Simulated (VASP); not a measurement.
# Si4B (Im-3m) in VASP: single point with PBE

Aim: the single point of Si4B with PBE.

Program: VASP 6.6.1. These are calculated values, not measurements. Logs are shortened: lines on timing, memory, paths and dates and some standing lists are left out, and cuts for length are marked.

## 1. The cell of the first run

The structure is cubic, space group Im-3m (No. 229). The conventional cell has a = 5.153 Å, b = 5.153 Å, c = 5.153 Å, α = 90.00°, β = 90.00°, γ = 90.00°. Within 3.0 Å of Si (site symmetry -3m) lie 2 B at 2.23 Å and 6 Si at 2.58 Å. Within 3.0 Å of B (site symmetry m-3m) lie 8 Si at 2.23 Å.

## 2. Single point, PBE

File INCAR:

```
PREC = Accurate
ENCUT = 500
EDIFF = 1E-6
ISMEAR = 0
SIGMA = 0.2
LREAL = F
LASPH = T
NELM = 120
ALGO = Normal
ISIF = 2
LWAVE = F
LCHARG = F
GGA = PE
NBANDS = 18
GGA_COMPAT = F
```

File KPOINTS:

```
regular mesh
0
Gamma
  5 5 5
```

File POSCAR:

```
Si4B
1.0
   -2.5765537694      2.5765537694      2.5765537694
    2.5765537694     -2.5765537694      2.5765537694
    2.5765537694      2.5765537694     -2.5765537694
Si B
4 1
Direct
    0.5000000000      0.5000000000      0.5000000000
    0.5000000000      0.0000000000      0.0000000000
    0.0000000000      0.0000000000      0.5000000000
    0.0000000000      0.5000000000      0.0000000000
    0.0000000000      0.0000000000      0.0000000000
```

Potentials or basis: VASP PAW PBE potentials, release 64 (Si, B).

Command:

```bash
$ cat potpaw_PBE.64/Si/POTCAR potpaw_PBE.64/B/POTCAR > POTCAR
$ mpirun -np 1 vasp_std > vasp.out
```

OUTCAR:

```text
PREC = Accurate
   ENCUT = 500
   EDIFF = 1E-6
   ISMEAR = 0
   LREAL = F
   LASPH = T
   NELM = 120
   ISIF = 2
   GGA = PE

 ion  position               nearest neighbor table
   1  0.500  0.500  0.500-   5 2.23   5 2.23   4 2.58   2 2.58   2 2.58   4 2.58   3 2.58   3 2.58

   2  0.500  0.000  0.000-   5 2.23   5 2.23   4 2.58   1 2.58   1 2.58   3 2.58   3 2.58   4 2.58

   3  0.000  0.000  0.500-   5 2.23   5 2.23   4 2.58   1 2.58   2 2.58   4 2.58   2 2.58   1 2.58

   4  0.000  0.500  0.000-   5 2.23   5 2.23   3 2.58   1 2.58   2 2.58   3 2.58   1 2.58   2 2.58

   5  0.000  0.000  0.000-   1 2.23   2 2.23   3 2.23   4 2.23   3 2.23   4 2.23   2 2.23   1 2.23

  LATTYP: Found a body centered cubic cell.
 ALAT       =     5.1531075388

  Lattice vectors:

 A1 = (  -2.5765537694,   2.5765537694,   2.5765537694)
 A2 = (   2.5765537694,  -2.5765537694,   2.5765537694)
 A3 = (   2.5765537694,   2.5765537694,  -2.5765537694)

Analysis of symmetry for initial positions (statically):
=====================================================================
 Subroutine PRICEL returns:
 Original cell was already a primitive cell.

 Routine SETGRP: Setting up the symmetry group for a
 body centered cubic supercell.

 Subroutine GETGRP returns: Found 48 space group operations
 (whereof 48 operations were pure point group operations)
 out of a pool of 48 trial point group operations.

The static configuration has the point symmetry O_h .

Analysis of symmetry for dynamics (positions and initial velocities):
=====================================================================
 Subroutine PRICEL returns:
 Original cell was already a primitive cell.

 Routine SETGRP: Setting up the symmetry group for a
 body centered cubic supercell.

 Subroutine GETGRP returns: Found 48 space group operations
 (whereof 48 operations were pure point group operations)
 out of a pool of 48 trial point group operations.

The dynamic configuration has the point symmetry O_h .

 Subroutine INISYM returns: Found 48 space group operations
 (whereof 48 operations are pure point group operations),
 and found     1 'primitive' translations

[... 84 lines left out ...]
   NELM   =    120;   NELMIN=  2; NELMDL= -5     # of ELM steps
   EDIFF  = 0.1E-05   stopping-criterion for ELM
   LREAL  =      F    real-space projection
   EDIFFG = 0.1E-04   stopping-criterion for IOM
   NSW    =      0    number of steps for IOM
   IBRION =     -1    ionic relax: 0-MD 1-quasi-New 2-CG
   NFREE  =      0    steps in history (QN), initial steepest desc. (CG)
   ISIF   =      2    stress and relaxation
   ISYM   =      2    0-nonsym 1-usesym 2-fastsym
   POTIM  = 0.5000    time-step for ionic-motion
   TEBEG  =    0.0;   TEEND  =   0.0 temperature during run
   PSTRESS=    0.0 pullay stress
   NELECT =      19.0000    total number of electrons
   NUPDOWN=      -1.0000    fix difference up-down
   EMIN   =  10.00;   EMAX   =-10.00  energy-range for DOS
   EFERMI =   0.00;   METHOD = LEGACY
   ISMEAR =     0;   SIGMA  =   0.20  broadening in eV -4-tet -1-fermi 0-gaus
   EFERMI_NEDOS =   21; number of points for ismear=-14 and -15
   IALGO  =     38    algorithm
   IMIX   =      4    mixing-type and parameters
     AMIX     =   0.40;   BMIX     =  1.00
     AMIX_MAG =   1.60;   BMIX_MAG =  1.00
  volume/ion in A,a.u.               =      13.68        92.34
  Fermi-wavevector in a.u.,A,eV,Ry     =   1.068071  2.018362 15.521198  1.140776
  Thomas-Fermi vector in A             =   2.203708
   LORBIT       =      0    0 simple, 1 ext, 2 COOP (PROOUT), +10 PAW based schemes
   GGA     = PE    functional components
   LHFCALC =     F    Hartree Fock is set to
   AEXX    =    0.0000 exact exchange contribution
   IVDW    =     0    specifies the selected vdW correction
   LEPSILON=     F    determine dielectric tensor
   LRPA    =     F    only Hartree local field effects (RPA)
 non-spin polarized calculation
 Gauss-broadening in eV      SIGMA  =   0.20
  energy-cutoff  :      500.00
  volume of cell :       68.42
 maximum number of plane-waves:      1758
 NGX is ok and might be reduce to    36
   NGX = 17   NGY = 17   NGZ = 17

 number of electron      19.0000001 magnetization

 Free energy of the ion-electron system (eV)
  ---------------------------------------------------
  ext. energy  EPLUGINS =         0.00000000
  ---------------------------------------------------
  free energy    TOTEN  =       -25.08046126 eV

  energy without entropy =      -25.02726054  energy(sigma->0) =      -25.05386090

 E-fermi :   9.0101     XC(G=0): -10.9462

 val. band max:        8.8153308207   @ k =   0.2000   0.2000   0.0000
 cond. band min:       9.0170320585   @ k =   0.2000   0.2000   0.2000
 fundamental gap:      0.2017012379
 Fermi energy:         9.0101029132

 k-point     1 :       0.0000    0.0000    0.0000
  band No.  band energies     occupation
      1      -5.5301      2.00000
      2       2.8429      2.00000
      3       2.8429      2.00000
      4       2.8429      2.00000
      5       4.6116      2.00000
      6       4.6116      2.00000
[... 187 lines left out ...]
      5       2.5478      2.00000
      6       3.3206      2.00000
[... 10 lines left out ...]
     17      16.7943      0.00000
     18      17.4839      0.00000

------------------------ aborting loop because EDIFF is reached ----------------------------------------

  FORCE on cell =-STRESS in cart. coord.  units (eV):
  Direction    XX          YY          ZZ          XY          YZ          ZX
  --------------------------------------------------------------------------------------
  -------------------------------------------------------------------------------------
  Total        0.0582397      0.0582397      0.0582397      0.0000000     -0.0000000      0.0000000
  in kB        1.3638052      1.3638052      1.3638052      0.0000000     -0.0000000      0.0000000
  external PRESSURE =       1.3638052 kB  Pullay stress =       0.0000000 kB

 VOLUME and BASIS-vectors are now :
 -----------------------------------------------------------------------------
  energy-cutoff  :      500.00
  volume of cell :       68.42
      direct lattice vectors                 reciprocal lattice vectors
    -2.576553769  2.576553769  2.576553769     0.000000000  0.194057662  0.194057662
     2.576553769 -2.576553769  2.576553769     0.194057662  0.000000000  0.194057662
     2.576553769  2.576553769 -2.576553769     0.194057662  0.194057662  0.000000000

 POSITION                                       TOTAL-FORCE (eV/Angst)
 -----------------------------------------------------------------------------------
      1.28828      1.28828      1.28828         0.000000     -0.000000     -0.000000
     -1.28828      1.28828      1.28828        -0.000000     -0.000000     -0.000000
      1.28828      1.28828     -1.28828        -0.000000      0.000000     -0.000000
      1.28828     -1.28828      1.28828         0.000000      0.000000      0.000000
      0.00000      0.00000      0.00000        -0.000000     -0.000000     -0.000000
 -----------------------------------------------------------------------------------
    total drift:                                0.000000     -0.000000     -0.000000

  FREE ENERGIE OF THE ION-ELECTRON SYSTEM (eV)
  ---------------------------------------------------
  free  energy   TOTEN  =       -25.0804612597 eV

  energy  without entropy=      -25.0272605410  energy(sigma->0) =      -25.05386090
```

stdout:

```text
POSCAR found type information on POSCAR SiB
 POSCAR found :  2 types and       5 ions
 scaLAPACK will be used
 LDA part: xc-table for (Slater+PW92), standard interpolation
 POSCAR, INCAR and KPOINTS ok, starting setup
 FFT: planning ... GRIDC
 FFT: planning ... GRID_SOFT
 FFT: planning ... GRID
 WAVECAR not read
 entering main loop
```

Wall time 29 s (1 thread of Intel Xeon 8259CL, shared host); peak memory 0.19 GiB.

What came out:

```yaml
Free_energy: -25.0805 eV
Pressure: 0.1 GPa
```

Levels at points of the mesh, in eV from the Fermi level:
| k point | band 6 | band 7 | band 8 | band 9 | band 10 | band 11 | band 12 | band 13 |
| --- | --- | --- | --- | --- | --- | --- | --- | --- |
| (0.00, 0.00, 0.00) | -4.40 | -4.40 | -4.23 | -3.12 | -3.12 | -3.12 | 1.05 | 1.05 |
